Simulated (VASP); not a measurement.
# PbSe (Clausthalite) (Fm-3m) in VASP: single point with PBEsol

Aim: the single point of PbSe (Clausthalite) with PBEsol.

Everything below comes from runs of VASP 6.6.1. Logs are shortened: lines on timing, memory, paths and dates and some standing lists are left out, and cuts for length are marked.

**1. The cell of the first run**

Symmetry: Fm-3m, No. 225, cubic system. The conventional cell has a = 6.121 Å, b = 6.121 Å, c = 6.121 Å, α = 90.00°, β = 90.00°, γ = 90.00°. Within 4.0 Å of Pb (site symmetry m-3m) lie 6 Se at 3.06 Å. Within 4.0 Å of Se (site symmetry m-3m) lie 6 Pb at 3.06 Å.

**2. Single point, PBEsol**

INCAR

```
SYSTEM = PbSe
PREC = Accurate ; ENCUT = 520
EDIFF = 1E-6 ; ISMEAR = 0
SIGMA = 0.01 ; LREAL = .False.
LASPH = .True. ; NELM = 100
ALGO = Normal ; ISIF = 2
LWAVE = .False. ; LCHARG = .False.
GGA = PS ; NBANDS = 17
```

KPOINTS

```
regular mesh
0
Gamma
  4 4 4
  0 0 0
```

POSCAR

```
PbSe
1.0
    0.0000000000      3.0606500000      3.0606500000
    3.0606500000      0.0000000000      3.0606500000
    3.0606500000      3.0606500000      0.0000000000
Pb Se
1 1
Direct
    0.0000000000      0.0000000000      0.0000000000
    0.5000000000      0.5000000000      0.5000000000
```

Potentials or basis: VASP PAW PBE potentials, release 64 (Pb_d, Se).

Started as:

```bash
$ cat potpaw_PBE.64/Pb_d/POTCAR potpaw_PBE.64/Se/POTCAR > POTCAR
$ mpirun -np 1 vasp_std > vasp.out
```

OUTCAR:

```text
SYSTEM = PbSe
   PREC = Accurate
   ENCUT = 520
   EDIFF = 1E-6
   ISMEAR = 0
   LREAL = .False.
   LASPH = .True.
   NELM = 100
   ISIF = 2
   GGA = PS

 ion  position               nearest neighbor table
   1  0.000  0.000  0.000-   2 3.06   2 3.06   2 3.06   2 3.06   2 3.06   2 3.06
   2  0.500  0.500  0.500-   1 3.06   1 3.06   1 3.06   1 3.06   1 3.06   1 3.06

  LATTYP: Found a face centered cubic cell.
 ALAT       =     6.1213000000

  Lattice vectors:

 A1 = (   0.0000000000,   3.0606500000,   3.0606500000)
 A2 = (   3.0606500000,   0.0000000000,   3.0606500000)
 A3 = (   3.0606500000,   3.0606500000,   0.0000000000)

Analysis of symmetry for initial positions (statically):
=====================================================================
 Subroutine PRICEL returns:
 Original cell was already a primitive cell.

 Routine SETGRP: Setting up the symmetry group for a
 face centered cubic supercell.

 Subroutine GETGRP returns: Found 48 space group operations
 (whereof 48 operations were pure point group operations)
 out of a pool of 48 trial point group operations.

The static configuration has the point symmetry O_h .

Analysis of symmetry for dynamics (positions and initial velocities):
=====================================================================
 Subroutine PRICEL returns:
 Original cell was already a primitive cell.

 Routine SETGRP: Setting up the symmetry group for a
 face centered cubic supercell.

 Subroutine GETGRP returns: Found 48 space group operations
 (whereof 48 operations were pure point group operations)
 out of a pool of 48 trial point group operations.

The dynamic configuration has the point symmetry O_h .

 Subroutine INISYM returns: Found 48 space group operations
 (whereof 48 operations are pure point group operations),
 and found     1 'primitive' translations

----------------------------------------------------------------------------------------

                                     Primitive cell

  volume of cell :      57.3418

  direct lattice vectors                    reciprocal lattice vectors
     0.000000000  3.060650000  3.060650000    -0.163363991  0.163363991  0.163363991
     3.060650000  0.000000000  3.060650000     0.163363991 -0.163363991  0.163363991
     3.060650000  3.060650000  0.000000000     0.163363991  0.163363991 -0.163363991

  length of vectors
     4.328412740  4.328412740  4.328412740     0.282954733  0.282954733  0.282954733

  position of ions in fractional coordinates (direct lattice)
     0.000000000  0.000000000  0.000000000
     0.500000000  0.500000000  0.500000000

  ion indices of the primitive-cell ions
[... 58 lines left out ...]
   EDIFF  = 0.1E-05   stopping-criterion for ELM
   LREAL  =      F    real-space projection
   EDIFFG = 0.1E-04   stopping-criterion for IOM
   NSW    =      0    number of steps for IOM
   IBRION =     -1    ionic relax: 0-MD 1-quasi-New 2-CG
   NFREE  =      0    steps in history (QN), initial steepest desc. (CG)
   ISIF   =      2    stress and relaxation
   ISYM   =      2    0-nonsym 1-usesym 2-fastsym
   POTIM  = 0.5000    time-step for ionic-motion
   TEBEG  =    0.0;   TEEND  =   0.0 temperature during run
   PSTRESS=    0.0 pullay stress
   NELECT =      20.0000    total number of electrons
   NUPDOWN=      -1.0000    fix difference up-down
   EMIN   =  10.00;   EMAX   =-10.00  energy-range for DOS
   EFERMI =   0.00;   METHOD = LEGACY
   ISMEAR =     0;   SIGMA  =   0.01  broadening in eV -4-tet -1-fermi 0-gaus
   EFERMI_NEDOS =   21; number of points for ismear=-14 and -15
   IALGO  =     38    algorithm
   IMIX   =      4    mixing-type and parameters
     AMIX     =   0.40;   BMIX     =  1.00
     AMIX_MAG =   1.60;   BMIX_MAG =  1.00
  volume/ion in A,a.u.               =      28.67       193.48
  Fermi-wavevector in a.u.,A,eV,Ry     =   1.152377  2.177676 18.068159  1.327972
  Thomas-Fermi vector in A             =   2.289028
   LORBIT       =      0    0 simple, 1 ext, 2 COOP (PROOUT), +10 PAW based schemes
   GGA     = PS    functional components
   LHFCALC =     F    Hartree Fock is set to
   AEXX    =    0.0000 exact exchange contribution
   IVDW    =     0    specifies the selected vdW correction
   LEPSILON=     F    determine dielectric tensor
   LRPA    =     F    only Hartree local field effects (RPA)
 non-spin polarized calculation
 Gauss-broadening in eV      SIGMA  =   0.01
  energy-cutoff  :      520.00
  volume of cell :       57.34
 maximum number of plane-waves:      1572
   NGX = 17   NGY = 17   NGZ = 17

 number of electron      20.0000000 magnetization

 Free energy of the ion-electron system (eV)
  ---------------------------------------------------
  ext. energy  EPLUGINS =         0.00000000
  ---------------------------------------------------
  free energy    TOTEN  =        -8.90766915 eV

  energy without entropy =       -8.90766915  energy(sigma->0) =       -8.90766915

 E-fermi :   4.9811     XC(G=0):  -9.7220

 val. band max:        4.9056701091   @ k =   0.5000   0.0000   0.0000
 cond. band min:       5.1096403669   @ k =   0.5000   0.0000   0.0000
 fundamental gap:      0.2039702578
 Fermi energy:         4.9811378485

 k-point     1 :       0.0000    0.0000    0.0000
  band No.  band energies     occupation
      1     -11.8373      2.00000
      2     -11.8373      2.00000
      3     -11.8373      2.00000
      4     -11.8361      2.00000
      5     -11.8361      2.00000
      6      -8.7003      2.00000
[... 137 lines left out ...]
      4     -11.8248      2.00000
      5     -11.7915      2.00000
      6      -7.2179      2.00000
[... 9 lines left out ...]
     16      16.6635      0.00000
     17      17.5475      0.00000

------------------------ aborting loop because EDIFF is reached ----------------------------------------

  FORCE on cell =-STRESS in cart. coord.  units (eV):
  Direction    XX          YY          ZZ          XY          YZ          ZX
  --------------------------------------------------------------------------------------
  -------------------------------------------------------------------------------------
  Total       -0.1781635     -0.1781635     -0.1781635     -0.0000000     -0.0000000     -0.0000000
  in kB       -4.9780400     -4.9780400     -4.9780400     -0.0000000     -0.0000000     -0.0000000
  external PRESSURE =      -4.9780400 kB  Pullay stress =       0.0000000 kB

 VOLUME and BASIS-vectors are now :
 -----------------------------------------------------------------------------
  energy-cutoff  :      520.00
  volume of cell :       57.34
      direct lattice vectors                 reciprocal lattice vectors
     0.000000000  3.060650000  3.060650000    -0.163363991  0.163363991  0.163363991
     3.060650000  0.000000000  3.060650000     0.163363991 -0.163363991  0.163363991
     3.060650000  3.060650000  0.000000000     0.163363991  0.163363991 -0.163363991

 POSITION                                       TOTAL-FORCE (eV/Angst)
 -----------------------------------------------------------------------------------
      0.00000      0.00000      0.00000        -0.000000     -0.000000      0.000000
      3.06065      3.06065      3.06065         0.000000      0.000000     -0.000000
 -----------------------------------------------------------------------------------
    total drift:                                0.000000     -0.000000     -0.000000

  FREE ENERGIE OF THE ION-ELECTRON SYSTEM (eV)
  ---------------------------------------------------
  free  energy   TOTEN  =        -8.9076691505 eV

  energy  without entropy=       -8.9076691505  energy(sigma->0) =       -8.90766915
```

OSZICAR:

```text
N       E                     dE             d eps       ncg     rms          rms(c)
DAV:   1     0.153154143566E+03    0.15315E+03   -0.94983E+03   272   0.119E+03
DAV:   2     0.201883711477E+01   -0.15114E+03   -0.14473E+03   289   0.304E+02
DAV:   3    -0.885880456590E+01   -0.10878E+02   -0.10786E+02   322   0.889E+01
DAV:   4    -0.916267574535E+01   -0.30387E+00   -0.30368E+00   343   0.157E+01
DAV:   5    -0.917235689387E+01   -0.96811E-02   -0.96808E-02   390   0.294E+00    0.265E+00
DAV:   6    -0.891473863310E+01    0.25762E+00   -0.65766E-01   419   0.570E+00    0.150E+00
DAV:   7    -0.890743429499E+01    0.73043E-02   -0.99299E-02   342   0.158E+00    0.801E-01
DAV:   8    -0.890798261985E+01   -0.54832E-03   -0.10109E-02   363   0.107E+00    0.141E-01
DAV:   9    -0.890764334969E+01    0.33927E-03   -0.21475E-03   373   0.421E-01    0.441E-02
DAV:  10    -0.890767011747E+01   -0.26768E-04   -0.14833E-04   344   0.680E-02    0.165E-02
DAV:  11    -0.890766925239E+01    0.86508E-06   -0.21136E-05   384   0.433E-02    0.402E-03
DAV:  12    -0.890766915051E+01    0.10188E-06   -0.18512E-06   249   0.163E-02
   1 F= -.89076692E+01 E0= -.89076692E+01  d E =-.649509E-28
```

Run time: 4.3 s. Hardware: 1 thread of AMD EPYC 9R45 (Zen 5), shared host; peak memory 0.15 GiB.

Results:

```
Free energy            : -8.9077 eV
Pressure               : -0.5 GPa
Band gap on the k mesh : 0.20 eV, direct
```

Caveat: the k points lie up to 0.44 Å⁻¹ apart; the PAW data sets were made with another functional, which shifts forces and pressure a little; spin-orbit coupling is left out, which moves the levels of the heavy elements.
